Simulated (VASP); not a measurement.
# BeTe (F-43m) in VASP: further runs, part 2 of 2

VASP 6.6.1. Earlier steps stand in the parts before.

## 3. Single point, PBE

Contents of INCAR:

```
PREC = Accurate
ENCUT = 520
EDIFF = 1E-7
ISMEAR = 0
SIGMA = 0.01
LREAL = F
LASPH = T
NELM = 80
ALGO = Normal
ISIF = 2
LWAVE = F
LCHARG = F
GGA = PE
NBANDS = 11
```

Contents of KPOINTS:

```
Automatic mesh
0
Gamma
  8 8 8
```

Contents of POSCAR:

```
BeTe
1.0
    0.0000000000      2.8286236224      2.8286236224
    2.8286236224      0.0000000000      2.8286236224
    2.8286236224      2.8286236224      0.0000000000
Be Te
1 1
Direct
    0.0000000000      0.0000000000      0.0000000000
    0.2500000000      0.2500000000      0.2500000000
```

Potentials or basis: VASP PAW PBE potentials, release 64 (Be, Te).

Launch:

```sh
$ cat potpaw_PBE.64/Be/POTCAR potpaw_PBE.64/Te/POTCAR > POTCAR
$ mpirun -np 1 vasp_std > vasp.out
```

OUTCAR:

```text
PREC = Accurate
   ENCUT = 520
   EDIFF = 1E-7
   ISMEAR = 0
   LREAL = F
   LASPH = T
   NELM = 80
   ISIF = 2
   GGA = PE

 ion  position               nearest neighbor table
   1  0.000  0.000  0.000-   2 2.45   2 2.45   2 2.45   2 2.45
   2  0.250  0.250  0.250-   1 2.45   1 2.45   1 2.45   1 2.45

  LATTYP: Found a face centered cubic cell.
 ALAT       =     5.6572472448

  Lattice vectors:

 A1 = (   0.0000000000,   2.8286236224,   2.8286236224)
 A2 = (   2.8286236224,   0.0000000000,   2.8286236224)
 A3 = (   2.8286236224,   2.8286236224,   0.0000000000)
[... 512 lines left out ...]
      6       9.3381      0.00000
      7      11.5717      0.00000
      8      12.6547      0.00000
      9      13.4281      0.00000
     10      16.4757      0.00000
     11      16.8144      0.00000

 [... further k-points ...]
[... 5 lines left out ...]
  --------------------------------------------------------------------------------------
  -------------------------------------------------------------------------------------
  Total        0.0953810      0.0953810      0.0953810      0.0000000      0.0000000      0.0000000
  in kB        3.3761121      3.3761121      3.3761121      0.0000000      0.0000000      0.0000000
  external PRESSURE =       3.3761121 kB  Pullay stress =       0.0000000 kB

 VOLUME and BASIS-vectors are now :
 -----------------------------------------------------------------------------
  energy-cutoff  :      520.00
  volume of cell :       45.26
      direct lattice vectors                 reciprocal lattice vectors
     0.000000000  2.828623622  2.828623622    -0.176764415  0.176764415  0.176764415
     2.828623622  0.000000000  2.828623622     0.176764415 -0.176764415  0.176764415
     2.828623622  2.828623622  0.000000000     0.176764415  0.176764415 -0.176764415

 POSITION                                       TOTAL-FORCE (eV/Angst)
 -----------------------------------------------------------------------------------
      0.00000      0.00000      0.00000         0.000000      0.000000      0.000000
      1.41431      1.41431      1.41431        -0.000000     -0.000000     -0.000000
 -----------------------------------------------------------------------------------
    total drift:                                0.000000      0.000000      0.000000

  FREE ENERGIE OF THE ION-ELECTRON SYSTEM (eV)
  ---------------------------------------------------
  free  energy   TOTEN  =        -7.6242278681 eV

  energy  without entropy=       -7.6242278681  energy(sigma->0) =       -7.62422787
```

OSZICAR:

```text
N       E                     dE             d eps       ncg     rms          rms(c)
DAV:   1     0.197521483058E+02    0.19752E+02   -0.31938E+03   638   0.577E+02
DAV:   2    -0.650956722499E+01   -0.26262E+02   -0.24469E+02   847   0.912E+01
DAV:   3    -0.773317492943E+01   -0.12236E+01   -0.12202E+01   818   0.207E+01
DAV:   4    -0.774708661471E+01   -0.13912E-01   -0.13909E-01   764   0.251E+00
DAV:   5    -0.774737667310E+01   -0.29006E-03   -0.29006E-03   818   0.363E-01    0.405E+00
DAV:   6    -0.765203500260E+01    0.95342E-01   -0.11135E-01   731   0.134E+00    0.243E+00
DAV:   7    -0.762321648623E+01    0.28819E-01   -0.96519E-02   746   0.136E+00    0.458E-01
DAV:   8    -0.762391277704E+01   -0.69629E-03   -0.59899E-03   725   0.443E-01    0.751E-02
DAV:   9    -0.762415860438E+01   -0.24583E-03   -0.31594E-04   766   0.105E-01    0.299E-02
DAV:  10    -0.762422335218E+01   -0.64748E-04   -0.80087E-05   729   0.462E-02    0.152E-02
DAV:  11    -0.762422547793E+01   -0.21257E-05   -0.23610E-06   820   0.911E-03    0.105E-02
DAV:  12    -0.762422779424E+01   -0.23163E-05   -0.49979E-06   692   0.128E-02    0.635E-03
DAV:  13    -0.762422786814E+01   -0.73908E-07   -0.33439E-08   775   0.133E-03
   1 F= -.76242279E+01 E0= -.76242279E+01  d E =-.319005E-65
```

Run time: 19 s. Hardware: 1 thread of Intel Xeon 8259CL, shared host; peak memory 0.17 GiB.

Results:

```yaml
Free_energy: -7.6242 eV
Pressure: 0.3 GPa
Band_gap_on_the_k_mesh: 2.01 eV, indirect (least direct gap 3.62 eV)
```

Caveat: spin-orbit coupling is left out, which moves the levels of the heavy elements. As with any semilocal functional, this PBE gap is likely too small.

## 4. Single point, LDA

Contents of INCAR:

```
SYSTEM = BeTe
PREC     = Accurate       ! precision mode
ENCUT    = 520            ! plane-wave cutoff, eV
EDIFF    = 1E-6           ! SCF threshold, eV
ISMEAR   = 0              ! smearing method
SIGMA    = 0.01           ! smearing width, eV
LREAL    = .False.        ! projectors in reciprocal space
LASPH    = .True.         ! aspherical terms in the spheres
NELM     = 60             ! most SCF steps
ALGO     = Normal         ! electronic algorithm
ISIF     = 2              ! what is computed and relaxed
LWAVE    = .False.        ! write WAVECAR
LCHARG   = .True.         ! write CHGCAR
GGA      = CA             ! functional
LELF     = .True.         ! ELF
LVHAR    = .True.       
NBANDS   = 11             ! bands
```

Contents of KPOINTS:

```
regular mesh
0
Gamma
  8 8 8
  0 0 0
```

POSCAR is that of step 3.

Potentials or basis: VASP PAW LDA potentials, release 64 (Be, Te).

Launch:

```sh
$ cat potpaw_LDA.64/Be/POTCAR potpaw_LDA.64/Te/POTCAR > POTCAR
$ mpirun -np 1 vasp_std > vasp.out
```

Wall time 16 s (1 thread of Intel Xeon 8259CL, shared host); peak memory 0.15 GiB.

It converged, with:

- Free energy: -8.7054 eV
- Pressure: -2.9 GPa
- Band gap on the k mesh: 1.90 eV, indirect (least direct gap 3.59 eV)

Levels at points of the mesh, in eV from the valence-band top:
```
           k point  band 1  band 2  band 3  band 4  band 5  band 6  band 7  band 8
(0.00, 0.00, 0.00)  -12.23    0.00    0.00    0.00    3.59    3.59    3.59    3.63
(0.50, 0.00, 0.00)  -10.93   -5.45   -1.11   -1.11    3.01    4.56    4.56    7.65
(0.50, 0.50, 0.00)  -10.46   -5.01   -2.60   -2.60    1.90    2.66    9.51    9.51
```

Caveat: spin-orbit coupling is left out, which moves the levels of the heavy elements. A hybrid or GW would open this gap; LDA tends to underestimate it.

## 5. Summary

```csv
level,potentials or basis,k mesh,gap on the mesh (eV),pressure (GPa)
PBE,"VASP PAW PBE potentials, release 64 (Be, Te)",4 × 4 × 4,2.00,0.8
PBE,"VASP PAW PBE potentials, release 64 (Be, Te)",8 × 8 × 8,2.01,0.3
LDA,"VASP PAW LDA potentials, release 64 (Be, Te)",8 × 8 × 8,1.90,-2.9
```

Alike in all rows: task single point; no spin polarisation; cell as given; cutoff (eV) 520; smearing gaussian 0.01 eV.

Caveats: some runs use coarse meshes; spin-orbit coupling is left out, which moves the levels of the heavy elements.

Absolute energies hang on the potentials; compare differences alone.
